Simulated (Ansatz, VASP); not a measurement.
Te2Mo: VASP beside Ansatz

File INCAR:

```
SYSTEM = Te2Mo
PREC = Accurate ; ENCUT = 520
EDIFF = 1E-7 ; ISMEAR = 0
SIGMA = 0.05 ; LREAL = .FALSE.
LASPH = .TRUE. ; NELM = 100
ALGO = Normal ; ISIF = 2
LWAVE = .FALSE. ; LCHARG = .FALSE.
GGA = PS ; NBANDS = 64
KPAR = 4
```

Contents of KPOINTS:

```
regular mesh
0
G
  9 9 1
  0 0 0
```

POSCAR

```
Te2Mo
1.0
    3.4932091909      0.0000000000      0.0000000000
   -1.7466045954      3.0252079000      0.0000000000
    0.0000000000      0.0000000000     37.5161156315
Te Mo
8 4
Direct
    0.4418927421      0.7461376695      0.8584425242
    0.3333333333      0.6666666667      0.2318351738
    0.6666666667      0.3333333333      0.6719958813
    0.6666666667      0.3333333333      0.0453069351
    0.6666666667      0.3333333333      0.7681648262
    0.6666666667      0.3333333333      0.1415574758
    0.3333333333      0.6666666667      0.9546930649
    0.3333333333      0.6666666667      0.3280041187
    0.3333333333      0.6666666667      0.7200184287
    0.3333333333      0.6666666667      0.0934314856
    0.6666666667      0.3333333333      0.9065685144
    0.6666666667      0.3333333333      0.2799815713
```

Input for Ansatz:

```yaml
crystal:
  lattice:
    - [3.4932091909, 0.0, 0.0]
    - [-1.7466045954, 3.0252079, 0.0]
    - [0.0, 0.0, 37.5161156315]
  atoms:
    - { symbol: Te, position: [0.4418927421, 0.7461376695, 0.8584425242] }
    - { symbol: Te, position: [0.3333333333, 0.6666666667, 0.2318351738] }
    - { symbol: Te, position: [0.6666666667, 0.3333333333, 0.6719958813] }
    - { symbol: Te, position: [0.6666666667, 0.3333333333, 0.0453069351] }
    - { symbol: Te, position: [0.6666666667, 0.3333333333, 0.7681648262] }
    - { symbol: Te, position: [0.6666666667, 0.3333333333, 0.1415574758] }
    - { symbol: Te, position: [0.3333333333, 0.6666666667, 0.9546930649] }
    - { symbol: Te, position: [0.3333333333, 0.6666666667, 0.3280041187] }
    - { symbol: Mo, position: [0.3333333333, 0.6666666667, 0.7200184287] }
    - { symbol: Mo, position: [0.3333333333, 0.6666666667, 0.0934314856] }
    - { symbol: Mo, position: [0.6666666667, 0.3333333333, 0.9065685144] }
    - { symbol: Mo, position: [0.6666666667, 0.3333333333, 0.2799815713] }
basis:
  ecutwfc: 420
kpoints:
  mp_grid: { grid: [9, 9, 1] }
hamiltonian:
  xc: pbesol
  pseudopotentials: { kind: paw, azcp: { folder: soft_1 } }
scf:
  occupations: { method: gaussian, width: 0.05 }
output:
  forces: true
  stress: true
  eigenvalues: true
```

Alike in both runs: task single point; functional PBEsol; k mesh 9 × 9 × 1; occupations gaussian, width 0.05 eV; no spin polarisation.

|  | VASP | Ansatz |
| --- | --- | --- |
| version | VASP 6.6.1 | Ansatz 0.2.0 |
| potentials or method | VASP PAW PBE potentials, release 64 (Te, Mo_sv), cutoff 520 eV | scalar-relativistic, plane waves, PAW |
| valence electrons in the cell | 104 | 184 |

VASP gave:

| Property | Result |
| --- | --- |
| gap on the k mesh at the Fermi level (eV) | 0.86 |
| least direct gap on the mesh (eV) | 1.09 |
| rms of the force components (eV/Å) | 0.509 |

Problem. Which values does Ansatz return?

Solution. gap on the k mesh at the Fermi level (eV): 0.87; least direct gap on the mesh (eV): 1.09; rms of the force components (eV/Å): 0.507.

VASP's potentials were made for PBE, not for PBEsol, and Ansatz warns of the same on its side. Atom by atom the forces differ by 0.014 eV/Å (rms over components). With one functional, cell and mesh, what is left measures potentials, basis and numerics. VASP's potentials hold 104 valence electrons a cell and Ansatz's 184, so a difference there can come from the potentials and not from the codes.

Spin-orbit coupling is off throughout.
